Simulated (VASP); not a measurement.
# N2 in VASP: further runs

The runs below take N2 through single point, relaxation of the atoms, with r2SCAN.

Everything below comes from runs of VASP 6.6.1. Logs are shortened: lines on timing, memory, paths and dates and some standing lists are left out, and cuts for length are marked.

**1. The cell of the first run**

The cell holds a molecule in a box, 2 atoms: a = 9.000 Å, b = 9.500 Å, c = 10.000 Å, α = 90.00°, β = 90.00°, γ = 90.00°.

**2. Single point, r2SCAN**

POSCAR reads:

```
N
1.0
    9.0000000000      0.0000000000      0.0000000000
    0.0000000000      9.5000000000      0.0000000000
    0.0000000000      0.0000000000     10.0000000000
N
2
Direct
    0.5000000000      0.5000000000      0.4453621350
    0.5000000000      0.5000000000      0.5546378650
```

INCAR.step1 reads:

```
ALGO = Normal
EDIFF = 1E-4
ENCUT = 520
GGA = PE
ISMEAR = -1
LASPH = T
LCHARG = F
LREAL = F
LWAVE = T
NBANDS = 12
NELM = 80
PREC = Accurate
SIGMA = 0.02
```

INCAR.step2 reads:

```
ALGO = Normal
EDIFF = 1E-6
ENCUT = 520
ISIF = 2
ISMEAR = -1
ISTART = 1
LASPH = T
LCHARG = F
LMIXTAU = T
LREAL = F
LWAVE = F
METAGGA = R2SCAN
NBANDS = 12
NELM = 80
PREC = Accurate
SIGMA = 0.02
```

KPOINTS reads:

```
k-points
0
Gamma
  1 1 1
```

Potentials or basis: VASP PAW PBE potentials, release 64 (N).

Command:

```bash
$ cat potpaw_PBE.64/N/POTCAR > POTCAR
$ cp INCAR.step1 INCAR
$ mpirun -np 1 vasp_gam > vasp.out
$ cp INCAR.step2 INCAR
$ mpirun -np 1 vasp_gam > vasp.out
```

OUTCAR:

```text
EDIFF = 1E-6
   ENCUT = 520
   ISIF = 2
   ISMEAR = -1
   ISTART = 1
   LASPH = T
   LREAL = F
   METAGGA = R2SCAN
   NELM = 80
   PREC = Accurate

 ion  position               nearest neighbor table
   1  0.500  0.500  0.445-   2 1.09
   2  0.500  0.500  0.555-   1 1.09

  LATTYP: Found a simple orthorhombic cell.
 ALAT       =     9.0000000000
 B/A-ratio  =     1.0555555556
 C/A-ratio  =     1.1111111111

  Lattice vectors:

 A1 = (   9.0000000000,   0.0000000000,   0.0000000000)
 A2 = (   0.0000000000,   9.5000000000,   0.0000000000)
 A3 = (   0.0000000000,   0.0000000000,  10.0000000000)

Analysis of symmetry for initial positions (statically):
=====================================================================
 Subroutine PRICEL returns:
 Original cell was already a primitive cell.

 Routine SETGRP: Setting up the symmetry group for a
 simple orthorhombic supercell.

 Subroutine GETGRP returns: Found  8 space group operations
 (whereof  8 operations were pure point group operations)
 out of a pool of  8 trial point group operations.

The static configuration has the point symmetry D_2h.

Analysis of symmetry for dynamics (positions and initial velocities):
=====================================================================
 Subroutine PRICEL returns:
 Original cell was already a primitive cell.

 Routine SETGRP: Setting up the symmetry group for a
 simple orthorhombic supercell.

 Subroutine GETGRP returns: Found  8 space group operations
 (whereof  8 operations were pure point group operations)
 out of a pool of  8 trial point group operations.

The dynamic configuration has the point symmetry D_2h.

 Subroutine INISYM returns: Found  8 space group operations
 (whereof  8 operations are pure point group operations),
 and found     1 'primitive' translations

----------------------------------------------------------------------------------------

                                     Primitive cell

  volume of cell :     855.0000

  direct lattice vectors                    reciprocal lattice vectors
     9.000000000  0.000000000  0.000000000     0.111111111  0.000000000  0.000000000
     0.000000000  9.500000000  0.000000000     0.000000000  0.105263158  0.000000000
     0.000000000  0.000000000 10.000000000     0.000000000  0.000000000  0.100000000

  length of vectors
     9.000000000  9.500000000 10.000000000     0.111111111  0.105263158  0.100000000

  position of ions in fractional coordinates (direct lattice)
[... 55 lines left out ...]
   EDIFF  = 0.1E-05   stopping-criterion for ELM
   LREAL  =      F    real-space projection
   EDIFFG = 0.1E-04   stopping-criterion for IOM
   NSW    =      0    number of steps for IOM
   IBRION =     -1    ionic relax: 0-MD 1-quasi-New 2-CG
   NFREE  =      0    steps in history (QN), initial steepest desc. (CG)
   ISIF   =      2    stress and relaxation
   ISYM   =      2    0-nonsym 1-usesym 2-fastsym
   POTIM  = 0.5000    time-step for ionic-motion
   TEBEG  =    0.0;   TEEND  =   0.0 temperature during run
   PSTRESS=    0.0 pullay stress
   NELECT =      10.0000    total number of electrons
   NUPDOWN=      -1.0000    fix difference up-down
   EMIN   =  10.00;   EMAX   =-10.00  energy-range for DOS
   EFERMI =   0.00;   METHOD = LEGACY
   ISMEAR =    -1;   SIGMA  =   0.02  broadening in eV -4-tet -1-fermi 0-gaus
   EFERMI_NEDOS =   21; number of points for ismear=-14 and -15
   IALGO  =     38    algorithm
   IMIX   =      4    mixing-type and parameters
     AMIX     =   0.40;   BMIX     =  1.00
     AMIX_MAG =   1.60;   BMIX_MAG =  1.00
  volume/ion in A,a.u.               =     427.50      2884.91
  Fermi-wavevector in a.u.,A,eV,Ry     =   0.371609  0.702239  1.878872  0.138093
  Thomas-Fermi vector in A             =   1.299861
   LORBIT       =      0    0 simple, 1 ext, 2 COOP (PROOUT), +10 PAW based schemes
   METAGGA = R2SCAN    functional components
   LHFCALC =     F    Hartree Fock is set to
   AEXX    =    0.0000 exact exchange contribution
   IVDW    =     0    specifies the selected vdW correction
   LEPSILON=     F    determine dielectric tensor
   LRPA    =     F    only Hartree local field effects (RPA)
 non-spin polarized calculation
  energy-cutoff  :      520.00
  volume of cell :      855.00
 maximum number of plane-waves:     11510
 NGX is ok and might be reduce to    70
   NGX = 33   NGY = 35   NGZ = 37

 number of electron      10.0000001 magnetization

 number of electron       9.9999999 magnetization

 Free energy of the ion-electron system (eV)
  ---------------------------------------------------
  ext. energy  EPLUGINS =         0.00000000
  ---------------------------------------------------
  free energy    TOTEN  =       -18.19894531 eV

  energy without entropy =      -18.19894531  energy(sigma->0) =      -18.19894531

 E-fermi : -10.0428     XC(G=0):  -0.4514

 val. band max:      -10.5245432967   @ k =   0.0000   0.0000   0.0000
 cond. band min:      -1.4342727963   @ k =   0.0000   0.0000   0.0000
 fundamental gap:      9.0902705005
 Fermi energy:       -10.0427560853

 k-point     1 :       0.0000    0.0000    0.0000
  band No.  band energies     occupation
      1     -29.7375      2.00000
      2     -14.0123      2.00000
      3     -11.9042      2.00000
      4     -11.9041      2.00000
      5     -10.5245      2.00000
      6      -1.4343      0.00000
      7      -1.4339      0.00000
      8       0.1306      0.00000
      9       1.5551      0.00000
     10       1.6373      0.00000
     11       1.7023      0.00000
     12       1.7851      0.00000

------------------------ aborting loop because EDIFF is reached ----------------------------------------

  FORCE on cell =-STRESS in cart. coord.  units (eV):
  Direction    XX          YY          ZZ          XY          YZ          ZX
  --------------------------------------------------------------------------------------
  -------------------------------------------------------------------------------------
  Total       -0.0777294     -0.0746622      2.4735238      0.0000000      0.0000000      0.0000000
  in kB       -0.1456565     -0.1399089      4.6351155      0.0000000      0.0000000      0.0000000
  external PRESSURE =       1.4498500 kB  Pullay stress =       0.0000000 kB

 VOLUME and BASIS-vectors are now :
 -----------------------------------------------------------------------------
  energy-cutoff  :      520.00
  volume of cell :      855.00
      direct lattice vectors                 reciprocal lattice vectors
     9.000000000  0.000000000  0.000000000     0.111111111  0.000000000  0.000000000
     0.000000000  9.500000000  0.000000000     0.000000000  0.105263158  0.000000000
     0.000000000  0.000000000 10.000000000     0.000000000  0.000000000  0.100000000

 POSITION                                       TOTAL-FORCE (eV/Angst)
 -----------------------------------------------------------------------------------
      4.50000      4.75000      4.45362         0.000000      0.000000     -2.363139
      4.50000      4.75000      5.54638         0.000000      0.000000      2.363139
 -----------------------------------------------------------------------------------
    total drift:                                0.000000      0.000000      0.000000

  FREE ENERGIE OF THE ION-ELECTRON SYSTEM (eV)
  ---------------------------------------------------
  free  energy   TOTEN  =       -18.1989453084 eV

  energy  without entropy=      -18.1989453084  energy(sigma->0) =      -18.19894531
```

Run time: 1.9 min. Hardware: 1 thread of AMD EPYC 9R45 (Zen 5), shared host; peak memory 0.83 GiB.

Results:

| Item | Value |
| --- | --- |
| Free energy | -18.1989 eV |
| Largest force | 2.363 eV/Å |
| Gap between the frontier levels | 9.09 eV |

Forces on the atoms (eV/Å):
```
N    0.000  0.000 -2.363
N    0.000  0.000  2.363
```

Caveat: the standard files for N, O and F lose accuracy on very short bonds; the PAW data sets were made with another functional, which shifts forces and pressure a little.

**3. Relaxation of the atoms, r2SCAN**

POSCAR reads:

```
N
1.0
    9.0000000000      0.0000000000      0.0000000000
    0.0000000000      9.5000000000      0.0000000000
    0.0000000000      0.0000000000     10.0000000000
N
2
Direct
    0.5000000000      0.5000000000      0.4445000000
    0.5000000000      0.5000000000      0.5555000000
```

INCAR.step1 reads:

```
SYSTEM = N
PREC     = Accurate       ! precision mode
ENCUT    = 520            ! plane-wave cutoff, eV
ISMEAR   = -1             ! smearing method
SIGMA    = 0.02           ! smearing width, eV
LREAL    = .False.        ! projectors in reciprocal space
LASPH    = .True.         ! aspherical terms in the spheres
NELM     = 80             ! most SCF steps
GGA      = PE             ! functional
ALGO     = Normal         ! electronic algorithm
EDIFF    = 1E-4           ! SCF threshold, eV
LWAVE    = .True.         ! write WAVECAR
LCHARG   = .False.        ! write CHGCAR
```

INCAR.step2 reads:

```
SYSTEM = N
PREC     = Accurate       ! precision mode
ENCUT    = 520            ! plane-wave cutoff, eV
EDIFF    = 1E-6           ! SCF threshold, eV
ISMEAR   = -1             ! smearing method
SIGMA    = 0.02           ! smearing width, eV
LREAL    = .False.        ! projectors in reciprocal space
LASPH    = .True.         ! aspherical terms in the spheres
NELM     = 80             ! most SCF steps
ALGO     = Normal         ! electronic algorithm
ISIF     = 2              ! what is computed and relaxed
LWAVE    = .False.        ! write WAVECAR
LCHARG   = .False.        ! write CHGCAR
METAGGA  = R2SCAN         ! meta-GGA
LMIXTAU  = .True.       
IBRION   = 2              ! ionic algorithm
NSW      = 60             ! ionic steps
EDIFFG   = -0.01          ! ionic threshold
ISTART   = 1
```

KPOINTS reads:

```
regular mesh
0
Gamma
  1 1 1
  0 0 0
```

Potentials or basis: VASP PAW PBE potentials, release 64 (N).

Command:

```bash
$ cat potpaw_PBE.64/N/POTCAR > POTCAR
$ cp INCAR.step1 INCAR
$ mpirun -np 1 vasp_gam > vasp.out
$ cp INCAR.step2 INCAR
$ mpirun -np 1 vasp_gam > vasp.out
```

It took 4.1 min on 1 thread of AMD EPYC 9R45 (Zen 5), shared host; peak memory 0.9 GiB.

Results (log left out):

* Free energy: -18.2154 eV
* Energy gained by relaxing: 0.5 meV/atom
* Ionic steps: 3
* Largest force after relaxing: 0.009 eV/Å
* Gap between the frontier levels: 8.91 eV

Forces in eV/Å, atoms in the order of the input:
```
N    0.000  0.000 -0.009
N    0.000  0.000  0.009
```

The path:
| step | energy change (eV) | largest force (eV/Å) | pressure (GPa) |
| --- | --- | --- | --- |
| 1 | 0.0000 | 0.5209 | -0.05 |
| 2 | 0.1990 | 9.0151 | 0.57 |
| 3 | -0.0009 | 0.0092 | -0.02 |

Final structure:
```cif
data_structure
_symmetry_space_group_name_H-M 'P 1'
_symmetry_Int_Tables_number 1
_cell_length_a 9.0000
_cell_length_b 9.5000
_cell_length_c 10.0000
_cell_angle_alpha 90.000
_cell_angle_beta 90.000
_cell_angle_gamma 90.000
_cell_volume 855.00
loop_
_atom_site_label
_atom_site_type_symbol
_atom_site_fract_x
_atom_site_fract_y
_atom_site_fract_z
_atom_site_occupancy
N1 N 0.50000 0.50000 0.44467 1
N2 N 0.50000 0.50000 0.55533 1
```

Levels at points of the mesh, in eV from the valence-band top:
```
           k point  band 2  band 3  band 4  band 5  band 6  band 7  band 8  band 9
(0.00, 0.00, 0.00)   -3.60   -1.27   -1.27    0.00    8.91    8.91   10.67   12.09
```

Caveat: the standard files for N, O and F lose accuracy on very short bonds; the PAW data sets were made with another functional, which shifts forces and pressure a little.
